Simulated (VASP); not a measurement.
Wanted: the native input for a VASP 6.6.1 run.

- Task: single point
- Functional: r2SCAN
- Potentials or basis: VASP PAW PBE potentials, release 64 (B, N)
- Cutoff: 520 eV
- k mesh: 9 × 9 × 4
- Occupations: gaussian, width 0.01 eV
- Spin: no spin polarisation
- Dipole correction: no
- Further INCAR settings: ALGO = Normal; EDIFF = 1e-06; NBANDS = 16

Crystal: BN.

```
CELL_PARAMETERS angstrom
2.49919 0.00000 0.00000
-1.24960 2.16436 0.00000
0.00000 0.00000 7.00405
ATOMIC_POSITIONS crystal
B 0.66667 0.33333 0.75000
B 0.33333 0.66667 0.25000
N 0.00000 0.00000 0.75000
N 0.00000 0.00000 0.25000
```

One way to write it, as run:

POSCAR

```
BN
1.0
    2.4991928495      0.0000000000      0.0000000000
   -1.2495964247      2.1643644966      0.0000000000
    0.0000000000      0.0000000000      7.0040541075
B N
2 2
Direct
    0.6666666667      0.3333333333      0.7500000000
    0.3333333333      0.6666666667      0.2500000000
    0.0000000000      0.0000000000      0.7500000000
    0.0000000000      0.0000000000      0.2500000000
```

INCAR.step1

```
SYSTEM = BN
ALGO     = Normal         ! electronic algorithm
EDIFF    = 1E-4           ! SCF threshold, eV
ENCUT    = 520            ! plane-wave cutoff, eV
GGA      = PE             ! functional
ISMEAR   = 0              ! smearing method
LASPH    = .TRUE.         ! aspherical terms in the spheres
LCHARG   = .FALSE.        ! write CHGCAR
LREAL    = .FALSE.        ! projectors in reciprocal space
LWAVE    = .TRUE.         ! write WAVECAR
NBANDS   = 16             ! bands
NELM     = 100            ! most SCF steps
PREC     = Accurate       ! precision mode
SIGMA    = 0.01           ! smearing width, eV
```

INCAR.step2

```
SYSTEM = BN
ALGO     = Normal         ! electronic algorithm
EDIFF    = 1E-6           ! SCF threshold, eV
ENCUT    = 520            ! plane-wave cutoff, eV
ISIF     = 2              ! what is computed and relaxed
ISMEAR   = 0              ! smearing method
ISTART   = 1            
LASPH    = .TRUE.         ! aspherical terms in the spheres
LCHARG   = .TRUE.         ! write CHGCAR
LELF     = .TRUE.         ! ELF
LMIXTAU  = .TRUE.       
LREAL    = .FALSE.        ! projectors in reciprocal space
LVHAR    = .TRUE.       
LWAVE    = .FALSE.        ! write WAVECAR
METAGGA  = R2SCAN         ! meta-GGA
NBANDS   = 16             ! bands
NELM     = 100            ! most SCF steps
PREC     = Accurate       ! precision mode
SIGMA    = 0.01           ! smearing width, eV
```

KPOINTS

```
k-points
0
G
  9 9 4
  0 0 0
```

Potentials or basis: VASP PAW PBE potentials, release 64 (B, N).

The run is started by

```sh
$ cat potpaw_PBE.64/B/POTCAR potpaw_PBE.64/N/POTCAR > POTCAR
$ cp INCAR.step1 INCAR
$ mpirun -np 1 vasp_std > vasp.out
$ cp INCAR.step2 INCAR
$ mpirun -np 1 vasp_std > vasp.out
```

It gave:

| Property | Result |
| --- | --- |
| Pressure | 1.0 GPa |
| Band gap on the k mesh | 4.16 eV, indirect (least direct gap 4.85 eV) |

Caveat: the PAW data sets were made with another functional, which shifts forces and pressure a little.

It took 58 s on 1 thread of Intel(R) Xeon(R) Platinum 8488C (Sapphire Rapids), on a shared host, peak memory 0.16 GiB.
